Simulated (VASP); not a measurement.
# CdTe (F-43m) in VASP: relaxation of cell and atoms with HSE06

Aim: the relaxation of cell and atoms of CdTe with HSE06.

Everything below comes from runs of VASP 6.6.1. Logs are shortened: lines on timing, memory, paths and dates and some standing lists are left out, and cuts for length are marked.

### 1 The cell of the first run

The structure is cubic, space group F-43m (No. 216). Conventional cell: a = 6.560 Å, b = 6.560 Å, c = 6.560 Å, α = 90.00°, β = 90.00°, γ = 90.00°. Cd (site symmetry -43m) has 4 Te at 2.84 Å within 3.7 Å. Within 3.7 Å of Te (site symmetry -43m) lie 4 Cd at 2.84 Å.

### 2 Relaxation of cell and atoms, HSE06

File POSCAR:

```
CdTe
1.0
    0.0000000000      3.2799012126      3.2799012126
    3.2799012126      0.0000000000      3.2799012126
    3.2799012126      3.2799012126      0.0000000000
Cd Te
1 1
Direct
    0.0000000000      0.0000000000      0.0000000000
    0.2500000000      0.2500000000      0.2500000000
```

File INCAR.step1:

```
  PREC = Accurate
  ENCUT = 600
  EDIFF = 1E-5
  ISMEAR = -1
  SIGMA = 0.02
  LREAL = F
  LASPH = T
  NELM = 80
  ALGO = Normal
  LWAVE = T
  LCHARG = F
  GGA = PE
  NBANDS = 16
```

File INCAR.step2:

```
  PREC = Accurate
  ENCUT = 600
  EDIFF = 1E-6
  ISMEAR = -1
  SIGMA = 0.02
  LREAL = F
  LASPH = T
  NELM = 80
  ALGO = Normal
  ISIF = 3
  LWAVE = F
  LCHARG = F
  GGA = PE
  LHFCALC = T
  HFSCREEN = 0.2079
  PRECFOCK = Normal
  IBRION = 2
  NSW = 80
  EDIFFG = -0.005
  ISTART = 1
```

File KPOINTS:

```
regular mesh
0
Gamma
  4 4 4
```

Potentials or basis: VASP PAW PBE potentials, release 64 (Cd, Te).

Started as:

```
$ cat potpaw_PBE.64/Cd/POTCAR potpaw_PBE.64/Te/POTCAR > POTCAR
$ cp INCAR.step1 INCAR
$ mpirun -np 1 vasp_std > vasp.out
$ cp INCAR.step2 INCAR
$ mpirun -np 1 vasp_std > vasp.out
```

OUTCAR:

```text
PREC = Accurate
   ENCUT = 600
   EDIFF = 1E-6
   ISMEAR = -1
   LREAL = F
   LASPH = T
   NELM = 80
   ISIF = 3
   GGA = PE
   LHFCALC = T
   HFSCREEN = 0.2079
   PRECFOCK = Normal
   IBRION = 2
   NSW = 80
   EDIFFG = -0.005
   ISTART = 1

 ion  position               nearest neighbor table
   1  0.000  0.000  0.000-   2 2.84   2 2.84   2 2.84   2 2.84
   2  0.250  0.250  0.250-   1 2.84   1 2.84   1 2.84   1 2.84

  LATTYP: Found a face centered cubic cell.
 ALAT       =     6.5598024252

  Lattice vectors:

 A1 = (   0.0000000000,   3.2799012126,   3.2799012126)
 A2 = (   3.2799012126,   0.0000000000,   3.2799012126)
 A3 = (   3.2799012126,   3.2799012126,   0.0000000000)

Analysis of symmetry for initial positions (statically):
=====================================================================
 Subroutine PRICEL returns:
 Original cell was already a primitive cell.

 Routine SETGRP: Setting up the symmetry group for a
 face centered cubic supercell.

 Subroutine GETGRP returns: Found 24 space group operations
 (whereof 24 operations were pure point group operations)
 out of a pool of 48 trial point group operations.

The static configuration has the point symmetry T_d .

Analysis of symmetry for dynamics (positions and initial velocities):
=====================================================================
 Subroutine PRICEL returns:
 Original cell was already a primitive cell.

 Routine SETGRP: Setting up the symmetry group for a
 face centered cubic supercell.

 Subroutine GETGRP returns: Found 24 space group operations
 (whereof 24 operations were pure point group operations)
 out of a pool of 48 trial point group operations.

The dynamic configuration has the point symmetry T_d .

 Subroutine INISYM returns: Found 24 space group operations
 (whereof 24 operations are pure point group operations),
 and found     1 'primitive' translations

----------------------------------------------------------------------------------------

                                     Primitive cell

  volume of cell :      70.5687

  direct lattice vectors                    reciprocal lattice vectors
     0.000000000  3.279901213  3.279901213    -0.152443616  0.152443616  0.152443616
     3.279901213  0.000000000  3.279901213     0.152443616 -0.152443616  0.152443616
     3.279901213  3.279901213  0.000000000     0.152443616  0.152443616 -0.152443616

  length of vectors
     4.638480778  4.638480778  4.638480778     0.264040088  0.264040088  0.264040088

  position of ions in fractional coordinates (direct lattice)
     0.000000000  0.000000000  0.000000000
     0.250000000  0.250000000  0.250000000

  ion indices of the primitive-cell ions
   primitive index   ion index
                 1           1
                 2           2

----------------------------------------------------------------------------------------

 KPOINTS: regular mesh

Automatic generation of k-mesh.
 Grid dimensions read from file:
 generate k-points for:    4    4    4

 Generating k-lattice:

  Cartesian coordinates                     Fractional coordinates (reciprocal lattice)
    -0.038110904  0.038110904  0.038110904     0.250000000  0.000000000  0.000000000
     0.038110904 -0.038110904  0.038110904     0.000000000  0.250000000  0.000000000
     0.038110904  0.038110904 -0.038110904     0.000000000  0.000000000  0.250000000

  Length of vectors
     0.066010022  0.066010022  0.066010022

  Shift w.r.t. Gamma in fractional coordinates (k-lattice)
     0.000000000  0.000000000  0.000000000

 Subroutine IBZKPT returns following result:
[... 50 lines left out ...]
   IMIX   =      1    mixing-type and parameters
     AMIX     =   0.40;   BMIX     =  1.00
     AMIX_MAG =   1.60;   BMIX_MAG =  1.00
  volume/ion in A,a.u.               =      35.28       238.11
  Fermi-wavevector in a.u.,A,eV,Ry     =   1.038233  1.961976 14.666103  1.077928
  Thomas-Fermi vector in A             =   2.172708
   LORBIT       =      0    0 simple, 1 ext, 2 COOP (PROOUT), +10 PAW based schemes
   GGA     = PE    functional components
   LHFCALC =     T    Hartree Fock is set to
   PRECFOCK=normal    Normal, Fast or Accurate (Low or Medium for compatibility)
   ENCUT4O =  -1.0   cutoff for four orbital integrals eV
   NKREDX  =     1    reduce k-point grid by
   NKREDY  =     1    reduce k-point grid by
   NKREDZ  =     1    reduce k-point grid by
   AEXX    =    0.2500 exact exchange contribution
   HFSCREEN=    0.2079 screening length (either q_TF or 0.3 A-1)
   HFSCREENC=   0.2079 screening length for correlation (either q_TF or 0.3 A-1)
   ENCUTFOCK=  -1.0 apply spherical cutoff to Coloumb kernel
   IVDW    =     0    specifies the selected vdW correction
   LEPSILON=     F    determine dielectric tensor
   LRPA    =     F    only Hartree local field effects (RPA)
 conjugate gradient relaxation of ions
 non-spin polarized calculation
  energy-cutoff  :      600.00
  volume of cell :       70.57
 maximum number of plane-waves:      2397
 NGX is ok and might be reduce to    40
  NGX = 28; NGY = 28; NGZ = 28

--------------------------------------- Ionic step        1  -------------------------------------------

 number of electron      17.9999999 magnetization

 Free energy of the ion-electron system (eV)
  ---------------------------------------------------
  ext. energy  EPLUGINS =         0.00000000
  ---------------------------------------------------
  free energy    TOTEN  =        -5.99432564 eV

  energy without entropy =       -5.99432564  energy(sigma->0) =       -5.99432564

------------------------ aborting loop because EDIFF is reached ----------------------------------------

  FORCE on cell =-STRESS in cart. coord.  units (eV):
  Direction    XX          YY          ZZ          XY          YZ          ZX
  --------------------------------------------------------------------------------------
  -------------------------------------------------------------------------------------
  Total        0.0754308      0.0754308      0.0754308      0.0000000      0.0000000      0.0000000
  in kB        1.7125647      1.7125647      1.7125647      0.0000000      0.0000000      0.0000000
  external PRESSURE =       1.7125647 kB  Pullay stress =       0.0000000 kB

 VOLUME and BASIS-vectors are now :
 -----------------------------------------------------------------------------
  energy-cutoff  :      600.00
  volume of cell :       70.57
      direct lattice vectors                 reciprocal lattice vectors
     0.000000000  3.279901213  3.279901213    -0.152443616  0.152443616  0.152443616
     3.279901213  0.000000000  3.279901213     0.152443616 -0.152443616  0.152443616
     3.279901213  3.279901213  0.000000000     0.152443616  0.152443616 -0.152443616

 POSITION                                       TOTAL-FORCE (eV/Angst)
 -----------------------------------------------------------------------------------
      0.00000      0.00000      0.00000         0.000000      0.000000      0.000000
      1.63995      1.63995      1.63995        -0.000000     -0.000000     -0.000000
 -----------------------------------------------------------------------------------
    total drift:                               -0.000009     -0.000006     -0.000005

  FREE ENERGIE OF THE ION-ELECTRON SYSTEM (eV)
  ---------------------------------------------------
  free  energy   TOTEN  =        -5.9943256378 eV

  energy  without entropy=       -5.9943256378  energy(sigma->0) =       -5.99432564

--------------------------------------- Ionic step        2  -------------------------------------------

 number of electron      17.9999999 magnetization

 Free energy of the ion-electron system (eV)
  ---------------------------------------------------
  ext. energy  EPLUGINS =         0.00000000
  ---------------------------------------------------
  free energy    TOTEN  =        -5.99455868 eV

  energy without entropy =       -5.99455868  energy(sigma->0) =       -5.99455868

 E-fermi :   1.9057     XC(G=0):  -7.0144

 val. band max:        1.4828937055   @ k =   0.0000   0.0000   0.0000
 cond. band min:       2.9086108763   @ k =   0.0000   0.0000   0.0000
 fundamental gap:      1.4257171708
 Fermi energy:         1.9057388720

 k-point     1 :       0.0000    0.0000    0.0000
  band No.  band energies     occupation
      1     -10.4012      2.00000
      2      -7.9983      2.00000
      3      -7.9983      2.00000
      4      -7.9983      2.00000
      5      -7.7651      2.00000
      6      -7.7651      2.00000
      7       1.4829      2.00000
      8       1.4829      2.00000
      9       1.4829      2.00000
     10       2.9086      0.00000
     11       6.9733      0.00000
     12       6.9733      0.00000
     13       6.9733      0.00000
[... 98 lines left out ...]
  band No.  band energies     occupation
      1      -9.9615      2.00000
      2      -7.8942      2.00000
      3      -7.8826      2.00000
      4      -7.7913      2.00000
      5      -7.7633      2.00000
      6      -7.1108      2.00000
      7      -2.7474      2.00000
      8      -0.8468      2.00000
      9      -0.6673      2.00000
     10       6.5936      0.00000
     11       6.9250      0.00000
     12       7.8923      0.00000
     13       8.6246      0.00000

------------------------ aborting loop because EDIFF is reached ----------------------------------------

  FORCE on cell =-STRESS in cart. coord.  units (eV):
  Direction    XX          YY          ZZ          XY          YZ          ZX
  --------------------------------------------------------------------------------------
  -------------------------------------------------------------------------------------
  Total       -0.0042218     -0.0042218     -0.0042218      0.0000000      0.0000000      0.0000000
  in kB       -0.0953303     -0.0953303     -0.0953303      0.0000000      0.0000000      0.0000000
  external PRESSURE =      -0.0953303 kB  Pullay stress =       0.0000000 kB

 VOLUME and BASIS-vectors are now :
 -----------------------------------------------------------------------------
  energy-cutoff  :      600.00
  volume of cell :       70.95
      direct lattice vectors                 reciprocal lattice vectors
     0.000000000  3.285868963  3.285868963    -0.152166750  0.152166750  0.152166750
     3.285868963  0.000000000  3.285868963     0.152166750 -0.152166750  0.152166750
     3.285868963  3.285868963  0.000000000     0.152166750  0.152166750 -0.152166750

 POSITION                                       TOTAL-FORCE (eV/Angst)
 -----------------------------------------------------------------------------------
      0.00000      0.00000      0.00000        -0.000000     -0.000000     -0.000000
      1.64293      1.64293      1.64293         0.000000      0.000000      0.000000
 -----------------------------------------------------------------------------------
    total drift:                               -0.000009     -0.000009     -0.000014

  FREE ENERGIE OF THE ION-ELECTRON SYSTEM (eV)
  ---------------------------------------------------
  free  energy   TOTEN  =        -5.9945586838 eV

  energy  without entropy=       -5.9945586838  energy(sigma->0) =       -5.99455868

 reached required accuracy - stopping structural energy minimisation
```

It took 38 min on 1 thread of Intel Xeon 8259CL, shared host; peak memory 0.37 GiB.

Results:

| Quantity | Value |
| --- | --- |
| Free energy | -5.9946 eV |
| Relaxed volume | 35.48 Å³/atom |
| Relaxed cell | a = 4.647 Å, b = 4.647 Å, c = 4.647 Å, α = 60.00°, β = 60.00°, γ = 60.00° |
| Space group after relaxing (to 0.1 Å) | F-43m (No. 216) |
| Energy gained by relaxing | 0.1 meV/atom |
| Ionic steps | 2 |
| Pressure after relaxing | 0.0 GPa |
| Band gap on the k mesh | 1.43 eV |

The path:
| step | energy change (eV) | largest force (eV/Å) | pressure (GPa) | volume (Å³) |
| --- | --- | --- | --- | --- |
| 1 | 0.0000 | 0.0000 | 0.17 | 70.57 |
| 2 | -0.0002 | 0.0000 | -0.01 | 70.95 |

Final structure:
```
Cd Te
1.0
     0.00000    3.28587    3.28587
     3.28587    0.00000    3.28587
     3.28587    3.28587    0.00000
Cd Te
1 1
Direct
  0.00000 0.00000 0.00000
  0.25000 0.25000 0.25000
```

Caveat: the PAW data sets were made with another functional, which shifts forces and pressure a little; spin-orbit coupling is left out, which moves the levels of the heavy elements. Zero-point motion and thermal expansion aren't in these numbers.
